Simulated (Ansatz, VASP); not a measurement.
## Two plane-wave programs on Al

```
Al
1.0
     2.73000    0.00000    0.00000
    -1.36500    2.36425    0.00000
     0.00000    0.00000    4.48990
Al
2
Cartesian
  1.3650 0.7881 3.3674
  0.0000 1.5762 1.1225
```

Alike in both runs: task single point; functional PBEsol; k mesh 18 × 18 × 10; occupations gaussian, width 0.15 eV; no spin polarisation.

|  | VASP | Ansatz |
| --- | --- | --- |
| version | VASP 6.6.1 | Ansatz 0.2.0 |
| potentials or method | VASP PAW PBE potentials, release 64 (Al), cutoff 520 eV | scalar-relativistic, plane waves, PAW |
| valence electrons in the cell | 6 | 6 |

```csv
,VASP,Ansatz,Ansatz less VASP
gap on the k mesh at the Fermi level (eV),none,none,-
pressure (GPa),12.2,12.1,-0.14
"traceless stress, the component that is largest in VASP (GPa)",-0.24,-0.23,+0.005
```

VASP's potentials were made for PBE, not for PBEsol, and Ansatz warns of the same on its side. A gap of «none» marks a metal or a gap that the smearing closes. With one functional, cell and mesh, what is left measures potentials, basis and numerics.
